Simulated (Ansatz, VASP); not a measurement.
One calculation of Al2O3, two programs

```
Al O
1.0
     2.37957    1.37385    4.33164
    -2.37957    1.37385    4.33164
     0.00000   -2.74769    4.33164
Al O
4 6
Direct
  0.85192 0.85192 0.85192
  0.64808 0.64808 0.64808
  0.14808 0.14808 0.14808
  0.35192 0.35192 0.35192
  0.05639 0.44361 0.75000
  0.75000 0.05639 0.44361
  0.44361 0.75000 0.05639
  0.94361 0.55639 0.25000
  0.25000 0.94361 0.55639
  0.55639 0.25000 0.94361
```

Alike in both runs: task single point; functional r2SCAN; k mesh 6 × 6 × 6; occupations gaussian, width 0.05 eV; no spin polarisation.

|  | VASP | Ansatz |
| --- | --- | --- |
| version | VASP 6.6.1 | Ansatz 0.2.0 |
| potentials or method | VASP PAW PBE potentials, release 64 (Al, O), cutoff 520 eV | scalar-relativistic, plane waves, PAW |
| valence electrons in the cell | 48 | 48 |

```csv
,VASP,Ansatz,Ansatz less VASP
gap on the k mesh at the Fermi level (eV),7.15,7.14,-0.017
least direct gap on the mesh (eV),7.15,7.14,-0.017
pressure (GPa),-0.5,0.0,+0.50
rms of the force components (eV/Å),0.010,0.001,-0.0087
```

VASP's potentials were made for PBE, not for r2SCAN. Atom by atom the forces differ by 0.009 eV/Å (rms over components). The functional is the same, so the differences come from potentials, cutoffs and numerics.
